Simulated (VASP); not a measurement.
# PbO3 (ReO3 type) (Pm-3m) in VASP: a series of runs

Runs on PbO3 (ReO3 type). Level: PBE. Tasks: single point.

Program: VASP 6.6.1. These are calculated values, not measurements. Logs are shortened: lines on timing, memory, paths and dates and some standing lists are left out, and cuts for length are marked.

### 1 The cell of the first run

The structure is cubic, space group Pm-3m (No. 221). Conventional cell: a = 4.267 Å, b = 4.267 Å, c = 4.267 Å, α = 90.00°, β = 90.00°, γ = 90.00°. Within 2.8 Å of Pb (site symmetry m-3m) lie 6 O at 2.13 Å. Within 2.8 Å of O (site symmetry 4/mmm) lie 2 Pb at 2.13 Å.

### 2 Single point, PBE

Input file INCAR:

```
SYSTEM = PbO3
PREC = Accurate
ENCUT = 520
EDIFF = 1E-6
ISMEAR = -1
SIGMA = 0.06122561905347299
LREAL = .FALSE.
LASPH = .TRUE.
NELM = 80
ALGO = Normal
ISIF = 2
LWAVE = .FALSE.
LCHARG = .TRUE.
GGA = PE
LELF = .TRUE.
LVHAR = .TRUE.
NBANDS = 24
```

Input file KPOINTS:

```
regular mesh
0
G
  13 13 13
  0 0 0
```

Input file POSCAR:

```
PbO3
1.0
    4.2673923870      0.0000000000      0.0000000000
    0.0000000000      4.2673923870      0.0000000000
    0.0000000000      0.0000000000      4.2673923870
Pb O
1 3
Direct
    0.0000000000      0.0000000000      0.0000000000
    0.5000000000      0.0000000000      0.0000000000
    0.0000000000      0.5000000000      0.0000000000
    0.0000000000      0.0000000000      0.5000000000
```

Potentials or basis: VASP PAW PBE potentials, release 64 (Pb_d, O).

On the command line:

```bash
$ cat potpaw_PBE.64/Pb_d/POTCAR potpaw_PBE.64/O/POTCAR > POTCAR
$ mpirun -np 1 vasp_std > vasp.out
```

OUTCAR:

```text
SYSTEM = PbO3
   PREC = Accurate
   ENCUT = 520
   EDIFF = 1E-6
   ISMEAR = -1
   LREAL = .FALSE.
   LASPH = .TRUE.
   NELM = 80
   ISIF = 2
   GGA = PE

 ion  position               nearest neighbor table
   1  0.000  0.000  0.000-   2 2.13   3 2.13   4 2.13   4 2.13   3 2.13   2 2.13
   2  0.500  0.000  0.000-   1 2.13   1 2.13
   3  0.000  0.500  0.000-   1 2.13   1 2.13
   4  0.000  0.000  0.500-   1 2.13   1 2.13

  LATTYP: Found a simple cubic cell.
 ALAT       =     4.2673923870

  Lattice vectors:

 A1 = (   4.2673923870,   0.0000000000,   0.0000000000)
 A2 = (   0.0000000000,   4.2673923870,   0.0000000000)
 A3 = (   0.0000000000,   0.0000000000,   4.2673923870)

Analysis of symmetry for initial positions (statically):
=====================================================================
 Subroutine PRICEL returns:
 Original cell was already a primitive cell.

 Routine SETGRP: Setting up the symmetry group for a
 simple cubic supercell.

 Subroutine GETGRP returns: Found 48 space group operations
 (whereof 48 operations were pure point group operations)
 out of a pool of 48 trial point group operations.

The static configuration has the point symmetry O_h .

Analysis of symmetry for dynamics (positions and initial velocities):
=====================================================================
 Subroutine PRICEL returns:
 Original cell was already a primitive cell.

 Routine SETGRP: Setting up the symmetry group for a
 simple cubic supercell.

 Subroutine GETGRP returns: Found 48 space group operations
 (whereof 48 operations were pure point group operations)
 out of a pool of 48 trial point group operations.

The dynamic configuration has the point symmetry O_h .

 Subroutine INISYM returns: Found 48 space group operations
 (whereof 48 operations are pure point group operations),
 and found     1 'primitive' translations

----------------------------------------------------------------------------------------

                                     Primitive cell

  volume of cell :      77.7119

  direct lattice vectors                    reciprocal lattice vectors
     4.267392387  0.000000000  0.000000000     0.234335142  0.000000000  0.000000000
     0.000000000  4.267392387  0.000000000     0.000000000  0.234335142  0.000000000
     0.000000000  0.000000000  4.267392387     0.000000000  0.000000000  0.234335142

  length of vectors
     4.267392387  4.267392387  4.267392387     0.234335142  0.234335142  0.234335142

  position of ions in fractional coordinates (direct lattice)
     0.000000000  0.000000000  0.000000000
     0.500000000  0.000000000  0.000000000
     0.000000000  0.500000000  0.000000000
     0.000000000  0.000000000  0.500000000

  ion indices of the primitive-cell ions
   primitive index   ion index
                 1           1
                 2           2
                 3           3
                 4           4

----------------------------------------------------------------------------------------

 KPOINTS: regular mesh

Automatic generation of k-mesh.
 Grid dimensions read from file:
 generate k-points for:   13   13   13

 Generating k-lattice:

  Cartesian coordinates                     Fractional coordinates (reciprocal lattice)
     0.018025780  0.000000000  0.000000000     0.076923077  0.000000000  0.000000000
     0.000000000  0.018025780  0.000000000     0.000000000  0.076923077  0.000000000
     0.000000000  0.000000000  0.018025780     0.000000000  0.000000000  0.076923077

  Length of vectors
     0.018025780  0.018025780  0.018025780

  Shift w.r.t. Gamma in fractional coordinates (k-lattice)
     0.000000000  0.000000000  0.000000000

 Subroutine IBZKPT returns following result:
 ===========================================

 Found     84 irreducible k-points:

 Following reciprocal coordinates:
            Coordinates               Weight
  0.000000  0.000000  0.000000      1.000000
  0.076923  0.000000  0.000000      6.000000
  0.153846  0.000000  0.000000      6.000000
  0.230769  0.000000  0.000000      6.000000
  0.307692  0.000000  0.000000      6.000000
  0.384615  0.000000  0.000000      6.000000
[... 16 lines left out ...]
  0.307692  0.307692  0.000000     12.000000
  0.384615  0.307692  0.000000     24.000000
 [... further k-points ...]
   k-points           NKPTS =     84   k-points in BZ     NKDIM =     84   number of bands    NBANDS=     24
   number of dos      NEDOS =    301   number of ions     NIONS =      4
   total plane-waves  NPLWV =  32768
   dimension x,y,z NGX =    32 NGY =   32 NGZ =   32
   dimension x,y,z NGXF=    64 NGYF=   64 NGZF=   64
   ions per type =               1   3
   NGX,Y,Z   is equivalent  to a cutoff of  12.47, 12.47, 12.47 a.u.
   NGXF,Y,Z  is equivalent  to a cutoff of  24.93, 24.93, 24.93 a.u.
 SYSTEM =  PbO3
   PREC   = accura    normal or accurate (medium, high low for compatibility)
   ISTART =      0    job   : 0-new  1-cont  2-samecut
   ICHARG =      2    charge: 1-file 2-atom 10-const
   ISPIN  =      1    spin polarized calculation?
   LNONCOLLINEAR =      F non collinear calculations
   LSORBIT =      F    spin-orbit coupling
   LASPH  =      T    aspherical Exc in radial PAW
   ENCUT  =  520.0 eV  38.22 Ry    6.18 a.u.   7.93  7.93  7.93*2*pi/ulx,y,z
   NELM   =     80;   NELMIN=  2; NELMDL= -5     # of ELM steps
   EDIFF  = 0.1E-05   stopping-criterion for ELM
   LREAL  =      F    real-space projection
   EDIFFG = 0.1E-04   stopping-criterion for IOM
   NSW    =      0    number of steps for IOM
   IBRION =     -1    ionic relax: 0-MD 1-quasi-New 2-CG
   NFREE  =      0    steps in history (QN), initial steepest desc. (CG)
   ISIF   =      2    stress and relaxation
   ISYM   =      2    0-nonsym 1-usesym 2-fastsym
   POTIM  = 0.5000    time-step for ionic-motion
   TEBEG  =    0.0;   TEEND  =   0.0 temperature during run
   PSTRESS=    0.0 pullay stress
   NELECT =      32.0000    total number of electrons
   NUPDOWN=      -1.0000    fix difference up-down
   EMIN   =  10.00;   EMAX   =-10.00  energy-range for DOS
   EFERMI =   0.00;   METHOD = LEGACY
   ISMEAR =    -1;   SIGMA  =   0.06  broadening in eV -4-tet -1-fermi 0-gaus
   EFERMI_NEDOS =   21; number of points for ismear=-14 and -15
   IALGO  =     38    algorithm
   IMIX   =      4    mixing-type and parameters
     AMIX     =   0.40;   BMIX     =  1.00
     AMIX_MAG =   1.60;   BMIX_MAG =  1.00
  volume/ion in A,a.u.               =      19.43       131.11
  Fermi-wavevector in a.u.,A,eV,Ry     =   1.217948  2.301589 20.182861  1.483398
  Thomas-Fermi vector in A             =   2.353252
   LORBIT       =      0    0 simple, 1 ext, 2 COOP (PROOUT), +10 PAW based schemes
   GGA     = PE    functional components
   LHFCALC =     F    Hartree Fock is set to
   AEXX    =    0.0000 exact exchange contribution
   IVDW    =     0    specifies the selected vdW correction
   LEPSILON=     F    determine dielectric tensor
   LRPA    =     F    only Hartree local field effects (RPA)
 non-spin polarized calculation
  energy-cutoff  :      520.00
  volume of cell :       77.71
 maximum number of plane-waves:      2116
 NGX is ok and might be reduce to    32
   NGX = 15   NGY = 15   NGZ = 15

 number of electron      31.9999992 magnetization

 Free energy of the ion-electron system (eV)
  ---------------------------------------------------
  ext. energy  EPLUGINS =         0.00000000
  ---------------------------------------------------
  free energy    TOTEN  =       -17.06972932 eV

  energy without entropy =      -16.97715471  energy(sigma->0) =      -17.02344201

 E-fermi :  -0.9091     XC(G=0):  -8.2070

 val. band max:       -0.9094066715   @ k =   0.4615   0.4615   0.2308
 cond. band min:      -0.9047235000   @ k =   0.3077   0.2308   0.1538
 fundamental gap:      0.0046831715
 Fermi energy:        -0.9091166635

 k-point     1 :       0.0000    0.0000    0.0000
  band No.  band energies     occupation
      1     -18.3464      2.00000
      2     -18.3464      2.00000
      3     -18.1204      2.00000
      4     -15.5073      2.00000
      5     -15.5073      2.00000
      6     -15.5073      2.00000
[... 16 lines left out ...]
     23      12.8060      0.00000
     24      12.8060      0.00000

 k-point     2 :       0.0769    0.0000    0.0000
  band No.  band energies     occupation
      1     -18.3461      2.00000
      2     -18.3209      2.00000
      3     -18.0999      2.00000
      4     -15.5093      2.00000
      5     -15.5093      2.00000
      6     -15.5073      2.00000
[... 16 lines left out ...]
     23      12.8694      0.00000
     24      12.9953      0.00000

 k-point     3 :       0.1538    0.0000    0.0000
  band No.  band energies     occupation
      1     -18.3454      2.00000
      2     -18.2711      2.00000
      3     -18.0139      2.00000
      4     -15.5148      2.00000
      5     -15.5148      2.00000
      6     -15.5071      2.00000
[... 16 lines left out ...]
     23      13.0512      0.00000
     24      13.2399      0.00000

 k-point     4 :       0.2308    0.0000    0.0000
  band No.  band energies     occupation
      1     -18.3443      2.00000
      2     -18.2388      2.00000
      3     -17.8281      2.00000
      4     -15.5226      2.00000
      5     -15.5226      2.00000
      6     -15.5070      2.00000
[... 16 lines left out ...]
     23      13.1879      0.00000
     24      13.3254      0.00000

 k-point     5 :       0.3077    0.0000    0.0000
  band No.  band energies     occupation
      1     -18.3432      2.00000
      2     -18.2237      2.00000
      3     -17.5591      2.00000
      4     -15.5309      2.00000
      5     -15.5309      2.00000
      6     -15.5068      2.00000
[... 451 lines left out ...]
 k-point    22 :       0.4615    0.2308    0.0000
  band No.  band energies     occupation
      1     -18.2900      2.00000
      2     -17.8714      2.00000
      3     -17.0085      2.00000
      4     -15.5581      2.00000
      5     -15.5411      2.00000
      6     -15.5218      2.00000
[... 16 lines left out ...]
     23      11.5912      0.00000
     24      13.1590      0.00000

 k-point    23 :       0.3077    0.3077    0.0000
  band No.  band energies     occupation
      1     -18.2886      2.00000
      2     -17.6918      2.00000
      3     -17.4638      2.00000
      4     -15.5557      2.00000
      5     -15.5303      2.00000
      6     -15.5302      2.00000
[... 16 lines left out ...]
     23      11.9203      0.00000
     24      13.1359      0.00000

 k-point    24 :       0.3846    0.3077    0.0000
  band No.  band energies     occupation
      1     -18.2859      2.00000
      2     -17.6104      2.00000
      3     -17.2352      2.00000
      4     -15.5629      2.00000
      5     -15.5371      2.00000
      6     -15.5301      2.00000
[... 16 lines left out ...]
     23      11.9483      0.00000
     24      13.0378      0.00000

 [... further k-points ...]
[... 5 lines left out ...]
  --------------------------------------------------------------------------------------
  -------------------------------------------------------------------------------------
  Total        0.6205580      0.6205580      0.6205580      0.0000000      0.0000000     -0.0000000
  in kB       12.7939678     12.7939678     12.7939678      0.0000000      0.0000000     -0.0000000
  external PRESSURE =      12.7939678 kB  Pullay stress =       0.0000000 kB

 VOLUME and BASIS-vectors are now :
 -----------------------------------------------------------------------------
  energy-cutoff  :      520.00
  volume of cell :       77.71
      direct lattice vectors                 reciprocal lattice vectors
     4.267392387  0.000000000  0.000000000     0.234335142  0.000000000  0.000000000
     0.000000000  4.267392387  0.000000000     0.000000000  0.234335142  0.000000000
     0.000000000  0.000000000  4.267392387     0.000000000  0.000000000  0.234335142

 POSITION                                       TOTAL-FORCE (eV/Angst)
 -----------------------------------------------------------------------------------
      0.00000      0.00000      0.00000         0.000000      0.000000      0.000000
      2.13370      0.00000      0.00000         0.000000      0.000000      0.000000
      0.00000      2.13370      0.00000         0.000000      0.000000      0.000000
      0.00000      0.00000      2.13370         0.000000      0.000000      0.000000
 -----------------------------------------------------------------------------------
    total drift:                                0.000000      0.000000     -0.000000

  FREE ENERGIE OF THE ION-ELECTRON SYSTEM (eV)
  ---------------------------------------------------
  free  energy   TOTEN  =       -17.0697293161 eV

  energy  without entropy=      -16.9771547077  energy(sigma->0) =      -17.02344201
```

It took 1.9 min on 1 thread of Intel Xeon 8259CL, shared host; peak memory 0.27 GiB.

What came out:

```yaml
Free_energy: -17.0697 eV
Pressure: 1.3 GPa
Band_gap_on_the_k_mesh: zero (bands 16 and 17 overlap by 0.70 eV)
```

Caveat: semilocal functionals underestimate gaps, so a narrow gap can read as zero; spin-orbit coupling is left out, which moves the levels of the heavy elements.

[end of part 1 of 2]
